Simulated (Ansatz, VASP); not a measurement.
C in VASP and in Ansatz

```
C
1.0
    -1.22267   -2.11645    0.00000
     1.22267   -2.11645    0.00000
     0.13585   -1.64613   13.45153
C
8
Direct
  0.29163 0.27774 0.12500
  0.70830 0.66663 0.37500
  0.12496 0.05552 0.62500
  0.54163 0.44441 0.87500
  0.62504 0.61115 0.12500
  0.04170 0.00004 0.37500
  0.45837 0.38893 0.62500
  0.87504 0.77781 0.87500
```

Alike in both runs: task single point; functional LDA; k mesh 15 × 15 × 3; occupations gaussian, width 0.03 eV; no spin polarisation.

|  | VASP | Ansatz |
| --- | --- | --- |
| version | VASP 6.6.1 | Ansatz 0.2.0 |
| potentials or method | VASP PAW LDA potentials, release 64 (C), cutoff 520 eV | scalar-relativistic, plane waves, PAW |
| valence electrons in the cell | 32 | 32 |

Ansatz gave:

| Property | Result |
| --- | --- |
| gap on the k mesh at the Fermi level (eV) | 0.13 |
| least direct gap on the mesh (eV) | 0.13 |
| pressure (GPa) | 0.1 |
| traceless stress, the component that is largest in VASP (GPa) | 0.23 |
| rms of the force components (eV/Å) | 0.011 |

Estimate VASP's values.

gap on the k mesh at the Fermi level (eV): 0.13; least direct gap on the mesh (eV): 0.13; pressure (GPa): 1.0; traceless stress, the component that is largest in VASP (GPa): -0.79; rms of the force components (eV/Å): 0.011.

Ansatz warns that its potentials were made for another functional, while VASP's fit it. LDA's correlation is that of Perdew and Zunger in VASP and of Perdew and Wang (1992) in Ansatz. Atom by atom the forces differ by 0.000 eV/Å (rms over components).
